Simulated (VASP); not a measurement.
Bi2Te2O3: single point with PBE

Crystal: Bi2Te2O3.

```
Bi Te O
1.0
     4.44557    0.00000    0.00000
     0.00000    4.44557    0.00000
     0.00000    0.00000   10.14886
Bi Te O
2 2 3
Direct
  0.50000 0.50000 0.50000
  0.00000 0.00000 0.50000
  0.00000 0.00000 0.81365
  0.00000 0.00000 0.18635
  0.00000 0.00000 0.00000
  0.00000 0.50000 0.00000
  0.50000 0.00000 0.00000
```

```
Program             : VASP 6.6.1
Task                : single point
Functional          : PBE
Potentials or basis : VASP PAW PBE potentials, release 64 (Bi_d, Te, O)
Cutoff              : 520 eV
k mesh              : 3 × 3 × 2
Occupations         : gaussian, width 0.15 eV
Spin                : no spin polarisation
```

- Pressure: 0.0 GPa
- Largest force: 0.021 eV/Å
- Band gap on the k mesh: zero (band 30 reaches 3.65 eV, above the bottom of band 31 at 3.04 eV)

Forces in eV/Å, atoms in the order of the input:
```
Bi   0.000  0.000  0.000
Bi   0.000  0.000  0.000
Te   0.000  0.000 -0.021
Te   0.000  0.000  0.021
O    0.000  0.000  0.000
O    0.000  0.000  0.000
O    0.000  0.000  0.000
```

Stress tensor (GPa, compression positive):
```
-0.12  0.00  0.00
 0.00 -0.12  0.00
 0.00  0.00  0.18
```

Levels at points of the mesh, in eV from the Fermi level:
```csv
k point,band 28,band 29,band 30,band 31,band 32,band 33
"(0.00, 0.00, 0.00)",-0.40,-0.40,0.62,0.62,1.11,1.11
"(0.00, 0.00, 0.50)",-0.40,-0.40,0.41,0.41,0.75,1.11
```

Wall time 2 min on 1 thread of AMD EPYC 7R43 64-Core Processor (Zen 3), on a shared host, peak memory 0.29 GiB.

Caveat: the k points lie up to 0.47 Å⁻¹ apart; spin-orbit coupling is left out, which moves the levels of the heavy elements.
